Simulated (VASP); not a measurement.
# SiO2 (P4_2/mnm) in VASP: further runs

SiO2 is run at these levels: LDA; tasks: single point.

Everything below comes from runs of VASP 6.6.1. Logs are shortened: lines on timing, memory, paths and dates and some standing lists are left out, and cuts for length are marked.

### Step 1. The cell of the first run

Symmetry: P4_2/mnm, No. 136, tetragonal system. Conventional cell: a = 4.507 Å, b = 4.507 Å, c = 2.406 Å, α = 90.00°, β = 90.00°, γ = 90.00°. Si (site symmetry mmm) has 6 O at 1.73 to 1.95 Å within 2.3 Å. O (site symmetry m2m) has 3 Si at 1.73 to 1.95 Å within 2.3 Å.

### Step 2. Single point, LDA (volume 8.148 Å^3 an atom, c/a of the conventional cell 0.5339)

Input file INCAR:

```
PREC = Accurate
ENCUT = 910
EDIFF = 1E-6
ISMEAR = 0
SIGMA = 0.05
LREAL = False
LASPH = True
NELM = 120
ALGO = Normal
ISIF = 2
LWAVE = False
LCHARG = False
GGA = CA
NBANDS = 25
GGA_COMPAT = False
```

Input file KPOINTS:

```
Automatic mesh
0
Gamma
  6 6 10
```

Input file POSCAR:

```
SiO2
1.0
    4.5072756264      0.0000000000      0.0000000000
    0.0000000000      4.5072756264      0.0000000000
    0.0000000000      0.0000000000      2.4064344569
Si O
2 4
Direct
    0.5000000000      0.5000000000      0.5000000000
    0.0000000000      0.0000000000      0.0000000000
    0.6944252994      0.6944252994      0.0000000000
    0.1944252994      0.8055747006      0.5000000000
    0.3055747006      0.3055747006      0.0000000000
    0.8055747006      0.1944252994      0.5000000000
```

Potentials or basis: VASP PAW LDA potentials, release 64 (Si, O_h).

Command:

```bash
$ cat potpaw_LDA.64/Si/POTCAR potpaw_LDA.64/O_h/POTCAR > POTCAR
$ mpirun -np 1 vasp_std > vasp.out
```

OUTCAR:

```text
PREC = Accurate
   ENCUT = 910
   EDIFF = 1E-6
   ISMEAR = 0
   LREAL = False
   LASPH = True
   NELM = 120
   ISIF = 2
   GGA = CA

 ion  position               nearest neighbor table
   1  0.500  0.500  0.500-   3 1.73   5 1.73   3 1.73   5 1.73   4 1.95   6 1.95
   2  0.000  0.000  0.000-   4 1.73   6 1.73   4 1.73   6 1.73   5 1.95   3 1.95
   3  0.694  0.694  0.000-   1 1.73   1 1.73   2 1.95
   4  0.194  0.806  0.500-   2 1.73   2 1.73   1 1.95
   5  0.306  0.306  0.000-   1 1.73   1 1.73   2 1.95
   6  0.806  0.194  0.500-   2 1.73   2 1.73   1 1.95

  LATTYP: Found a simple tetragonal cell.
 ALAT       =     4.5072756264
 C/A-ratio  =     0.5339000000

  Lattice vectors:

 A1 = (   4.5072756264,   0.0000000000,   0.0000000000)
 A2 = (   0.0000000000,   4.5072756264,   0.0000000000)
 A3 = (   0.0000000000,   0.0000000000,   2.4064344569)

Analysis of symmetry for initial positions (statically):
=====================================================================
 Subroutine PRICEL returns:
 Original cell was already a primitive cell.

 Routine SETGRP: Setting up the symmetry group for a
 simple tetragonal supercell.

 Subroutine GETGRP returns: Found 16 space group operations
 (whereof  8 operations were pure point group operations)
 out of a pool of 16 trial point group operations.

The static configuration has the point symmetry D_2h.
 The point group associated with its full space group is D_4h.

Analysis of symmetry for dynamics (positions and initial velocities):
=====================================================================
 Subroutine PRICEL returns:
 Original cell was already a primitive cell.

 Routine SETGRP: Setting up the symmetry group for a
 simple tetragonal supercell.

 Subroutine GETGRP returns: Found 16 space group operations
 (whereof  8 operations were pure point group operations)
 out of a pool of 16 trial point group operations.

The dynamic configuration has the point symmetry D_2h.
 The point group associated with its full space group is D_4h.

 Subroutine INISYM returns: Found 16 space group operations
 (whereof  8 operations are pure point group operations),
 and found     1 'primitive' translations

[... 94 lines left out ...]
   ISTART =      0    job   : 0-new  1-cont  2-samecut
   ICHARG =      2    charge: 1-file 2-atom 10-const
   ISPIN  =      1    spin polarized calculation?
   LNONCOLLINEAR =      F non collinear calculations
   LSORBIT =      F    spin-orbit coupling
   LASPH  =      T    aspherical Exc in radial PAW
   ENCUT  =  910.0 eV  66.88 Ry    8.18 a.u.  11.09 11.09  5.92*2*pi/ulx,y,z
   NELM   =    120;   NELMIN=  2; NELMDL= -5     # of ELM steps
   EDIFF  = 0.1E-05   stopping-criterion for ELM
   LREAL  =      F    real-space projection
   EDIFFG = 0.1E-04   stopping-criterion for IOM
   NSW    =      0    number of steps for IOM
   IBRION =     -1    ionic relax: 0-MD 1-quasi-New 2-CG
   NFREE  =      0    steps in history (QN), initial steepest desc. (CG)
   ISIF   =      2    stress and relaxation
   ISYM   =      2    0-nonsym 1-usesym 2-fastsym
   POTIM  = 0.5000    time-step for ionic-motion
   TEBEG  =    0.0;   TEEND  =   0.0 temperature during run
   PSTRESS=    0.0 pullay stress
   NELECT =      32.0000    total number of electrons
   NUPDOWN=      -1.0000    fix difference up-down
   EMIN   =  10.00;   EMAX   =-10.00  energy-range for DOS
   EFERMI =   0.00;   METHOD = LEGACY
   ISMEAR =     0;   SIGMA  =   0.05  broadening in eV -4-tet -1-fermi 0-gaus
   EFERMI_NEDOS =   21; number of points for ismear=-14 and -15
   IALGO  =     38    algorithm
   IMIX   =      4    mixing-type and parameters
     AMIX     =   0.40;   BMIX     =  1.00
     AMIX_MAG =   1.60;   BMIX_MAG =  1.00
  volume/ion in A,a.u.               =       8.15        54.99
  Fermi-wavevector in a.u.,A,eV,Ry     =   1.421425  2.686104 27.489893  2.020450
  Thomas-Fermi vector in A             =   2.542236
   LORBIT       =      0    0 simple, 1 ext, 2 COOP (PROOUT), +10 PAW based schemes
   GGA     = CA    functional components
   LHFCALC =     F    Hartree Fock is set to
   AEXX    =    0.0000 exact exchange contribution
   IVDW    =     0    specifies the selected vdW correction
   LEPSILON=     F    determine dielectric tensor
   LRPA    =     F    only Hartree local field effects (RPA)
 non-spin polarized calculation
 Gauss-broadening in eV      SIGMA  =   0.05
  energy-cutoff  :      910.00
  volume of cell :       48.89
 maximum number of plane-waves:      3096
 NGX is ok and might be reduce to    48
   NGX = 23   NGY = 23   NGZ = 11

 number of electron      31.9999992 magnetization

 Free energy of the ion-electron system (eV)
  ---------------------------------------------------
  ext. energy  EPLUGINS =         0.00000000
  ---------------------------------------------------
  free energy    TOTEN  =       -50.35602656 eV

  energy without entropy =      -50.35602656  energy(sigma->0) =      -50.35602656

 E-fermi :   7.8171     XC(G=0): -12.4321

 val. band max:        7.5283487509   @ k =   0.0000   0.0000   0.0000
 cond. band min:      12.2991280041   @ k =   0.0000   0.0000   0.0000
 fundamental gap:      4.7707792532
 Fermi energy:         7.8171307838

 k-point     1 :       0.0000    0.0000    0.0000
  band No.  band energies     occupation
      1     -14.2363      2.00000
      2     -11.2373      2.00000
      3     -11.1357      2.00000
      4     -11.1357      2.00000
      5      -2.9376      2.00000
      6       0.7987      2.00000
[... 661 lines left out ...]
     24      21.4111      0.00000
     25      22.3358      0.00000

 [... further k-points ...]
[... 5 lines left out ...]
  --------------------------------------------------------------------------------------
  -------------------------------------------------------------------------------------
  Total      -10.6245390    -10.6245390     17.6239012      0.0000000      0.0000000      0.0000000
  in kB     -348.1916934   -348.1916934    577.5776246      0.0000000      0.0000000      0.0000000
  external PRESSURE =     -39.6019207 kB  Pullay stress =       0.0000000 kB

 VOLUME and BASIS-vectors are now :
 -----------------------------------------------------------------------------
  energy-cutoff  :      910.00
  volume of cell :       48.89
      direct lattice vectors                 reciprocal lattice vectors
     4.507275626  0.000000000  0.000000000     0.221863512  0.000000000  0.000000000
     0.000000000  4.507275626  0.000000000     0.000000000  0.221863512  0.000000000
     0.000000000  0.000000000  2.406434457     0.000000000  0.000000000  0.415552560

 POSITION                                       TOTAL-FORCE (eV/Angst)
 -----------------------------------------------------------------------------------
      2.25364      2.25364      1.20322         0.000000      0.000000      0.000000
      0.00000      0.00000      0.00000         0.000000      0.000000      0.000000
      3.12997      3.12997      0.00000        -1.329109     -1.329109      0.000000
      0.87633      3.63095      1.20322        -1.329109      1.329109      0.000000
      1.37731      1.37731      0.00000         1.329109      1.329109     -0.000000
      3.63095      0.87633      1.20322         1.329109     -1.329109      0.000000
 -----------------------------------------------------------------------------------
    total drift:                                0.000000     -0.000000      0.000000

  FREE ENERGIE OF THE ION-ELECTRON SYSTEM (eV)
  ---------------------------------------------------
  free  energy   TOTEN  =       -50.3560265576 eV

  energy  without entropy=      -50.3560265576  energy(sigma->0) =      -50.35602656
```

OSZICAR:

```text
N       E                     dE             d eps       ncg     rms          rms(c)
DAV:   1     0.245231144693E+03    0.24523E+03   -0.24342E+04  3000   0.194E+03
DAV:   2    -0.341866112531E+02   -0.27942E+03   -0.25952E+03  4207   0.349E+02
DAV:   3    -0.548231533231E+02   -0.20637E+02   -0.20438E+02  3994   0.961E+01
DAV:   4    -0.550993950240E+02   -0.27624E+00   -0.27567E+00  3838   0.117E+01
DAV:   5    -0.551047238818E+02   -0.53289E-02   -0.53245E-02  3928   0.158E+00    0.179E+01
DAV:   6    -0.504725760247E+02    0.46321E+01   -0.12365E+01  3795   0.237E+01    0.850E+00
DAV:   7    -0.504027870168E+02    0.69789E-01   -0.64424E-01  3763   0.507E+00    0.307E+00
DAV:   8    -0.503619597025E+02    0.40827E-01   -0.29422E-02  3823   0.180E+00    0.106E+00
DAV:   9    -0.503560492073E+02    0.59105E-02   -0.71205E-03  3752   0.820E-01    0.215E-01
DAV:  10    -0.503560673322E+02   -0.18125E-04   -0.10199E-03  3930   0.242E-01    0.776E-02
DAV:  11    -0.503560268119E+02    0.40520E-04   -0.13801E-04  3890   0.933E-02    0.402E-02
DAV:  12    -0.503560267060E+02    0.10595E-06   -0.14071E-05  4000   0.251E-02    0.128E-02
DAV:  13    -0.503560265576E+02    0.14832E-06   -0.22281E-06  2948   0.117E-02
   1 F= -.50356027E+02 E0= -.50356027E+02  d E =-.259107E-18
```

It took 3.7 min on 1 thread of AMD EPYC 7R43 (Zen 3), shared host; peak memory 0.23 GiB.

Results:

- Free energy: -50.3560 eV
- Pressure: -4.0 GPa
- Largest force: 1.880 eV/Å
- Band gap on the k mesh: 4.77 eV, direct

Forces in eV/Å, atoms in the order of the input:
```
Si   0.000  0.000  0.000
Si   0.000  0.000  0.000
O   -1.329 -1.329  0.000
O   -1.329  1.329  0.000
O    1.329  1.329  0.000
O    1.329 -1.329  0.000
```

Levels at points of the mesh, in eV from the valence-band top:
| k point | band 14 | band 15 | band 16 | band 17 | band 18 | band 19 |
| --- | --- | --- | --- | --- | --- | --- |
| (0.00, 0.00, 0.00) | -0.95 | -0.95 | 0.00 | 4.77 | 9.49 | 9.49 |
| (0.50, 0.00, 0.00) | -1.19 | -1.17 | -1.17 | 7.20 | 7.20 | 10.28 |
| (0.50, 0.50, 0.00) | -1.88 | -1.51 | -1.51 | 7.79 | 7.79 | 10.14 |
| (0.00, 0.00, 0.50) | -2.19 | -2.06 | -2.06 | 8.09 | 8.09 | 10.87 |
| (0.50, 0.00, 0.50) | -2.09 | -1.31 | -1.31 | 7.90 | 7.90 | 8.02 |
| (0.50, 0.50, 0.50) | -1.68 | -1.13 | -1.13 | 6.08 | 6.08 | 10.03 |

Caveat: the cutoff is under 1.25 times the usual one of these potentials, so pressure, stress and relaxed cells hold a basis-set (Pulay) error; forces of over 1 eV/Å act on the atoms, so gaps and moduli don't describe the material at rest. A k mesh can miss the band edges.

### Step 3. Single point, LDA (volume 6.678 Å^3 an atom, c/a of the conventional cell 0.5339)

Input file INCAR:

```
ALGO     = Normal         # electronic algorithm
EDIFF    = 1E-6           # SCF threshold, eV
ENCUT    = 910            # plane-wave cutoff, eV
GGA      = CA             # functional
GGA_COMPAT= F            
ISIF     = 2              # what is computed and relaxed
ISMEAR   = 0              # smearing method
LASPH    = T              # aspherical terms in the spheres
LCHARG   = T              # write CHGCAR
LELF     = T              # ELF
LREAL    = F              # projectors in reciprocal space
LVHAR    = T            
LWAVE    = F              # write WAVECAR
NBANDS   = 25             # bands
NELM     = 120            # most SCF steps
PREC     = Accurate       # precision mode
SIGMA    = 0.05           # smearing width, eV
```

Input file KPOINTS:

```
k-points
0
Gamma
  6 6 10
```

Changes to POSCAR since step 2:

```diff
@@ -2,5 +2,5 @@
 1.0
-    4.5072756264      0.0000000000      0.0000000000
-    0.0000000000      4.5072756264      0.0000000000
-    0.0000000000      0.0000000000      2.4064344569
+    4.2180583326      0.0000000000      0.0000000000
+    0.0000000000      4.2180583326      0.0000000000
+    0.0000000000      0.0000000000      2.2520213438
 Si O
```

Potentials or basis: VASP PAW LDA potentials, release 64 (Si, O_h).

Command:

```bash
$ cat potpaw_LDA.64/Si/POTCAR potpaw_LDA.64/O_h/POTCAR > POTCAR
$ mpirun -np 1 vasp_std > vasp.out
```

It took 2.4 min on 1 thread of AMD EPYC 9R45 (Zen 5), shared host; peak memory 0.19 GiB.

The run converged. Its results:

| Item | Value |
| --- | --- |
| Free energy | -48.5157 eV |
| Pressure | 82.9 GPa |
| Largest force | 1.009 eV/Å |
| Band gap on the k mesh | 7.87 eV, direct |

Forces in eV/Å, atoms in the order of the input:
```
Si   0.000  0.000  0.000
Si   0.000  0.000  0.000
O    0.713  0.713  0.000
O    0.713 -0.713  0.000
O   -0.713 -0.713  0.000
O   -0.713  0.713  0.000
```

Stress tensor (GPa, compression positive):
```
 29.40   0.00   0.00
  0.00  29.40   0.00
  0.00   0.00 190.00
```

Levels at points of the mesh, in eV from the valence-band top:
```
           k point  band 14  band 15  band 16  band 17  band 18  band 19
(0.00, 0.00, 0.00)    -1.04    -0.84     0.00     7.87    10.64    11.49
(0.50, 0.00, 0.00)    -1.34    -1.23    -1.23     9.48     9.48    12.44
(0.50, 0.50, 0.00)    -1.93    -1.70    -1.70    10.28    10.28    11.42
(0.00, 0.00, 0.50)    -2.86    -2.81    -2.81    10.87    10.87    13.19
(0.50, 0.00, 0.50)    -2.60    -1.73    -1.73     9.82     9.82    10.12
(0.50, 0.50, 0.50)    -2.10    -1.49    -1.49     8.42     8.42    11.39
```

Caveat: the cutoff is under 1.25 times the usual one of these potentials, so pressure, stress and relaxed cells hold a basis-set (Pulay) error; forces of over 1 eV/Å act on the atoms, so gaps and moduli don't describe the material at rest. A k mesh can miss the band edges.
